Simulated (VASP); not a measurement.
**GaN: single point with PBE**

Crystal: GaN.

```
Ga N
1.0
     0.00000    2.18448    2.18448
     2.18448    0.00000    2.18448
     2.18448    2.18448    0.00000
Ga N
1 1
Direct
  0.00000 0.00000 0.00000
  0.25000 0.25000 0.25000
```

- Program: VASP 6.6.1
- Task: single point
- Functional: PBE
- Potentials or basis: VASP PAW PBE potentials, release 64 (Ga_d, N)
- Cutoff: 600 eV
- k mesh: 2 × 2 × 2
- Occupations: gaussian, width 0.01 eV
- Spin: no spin polarisation
- Dipole correction: no
- Further INCAR settings: ALGO = Normal; EDIFF = 1e-06; NBANDS = 16

```json
{
 "Pressure": "31.2 GPa",
 "Band gap on the k mesh": "2.10 eV, direct"
}
```

Levels at points of the mesh, in eV from the valence-band top:
```csv
k point,band 6,band 7,band 8,band 9,band 10,band 11,band 12,band 13
"(0.00, 0.00, 0.00)",-13.86,0.00,0.00,0.00,2.10,10.33,10.33,10.33
"(0.50, 0.00, 0.00)",-12.36,-8.02,-1.15,-1.15,4.92,9.06,10.30,10.30
"(0.50, 0.50, 0.00)",-11.86,-6.85,-3.20,-3.20,2.89,6.74,12.35,14.70
```

It used 5.3 s of CPU time on 1 thread of AMD EPYC 7R13 Processor (Zen 3) (shared host).

Caveat: the k points lie up to 1.25 Å⁻¹ apart. Expect the measured gap to be larger: semilocal functionals such as PBE lack the derivative discontinuity.
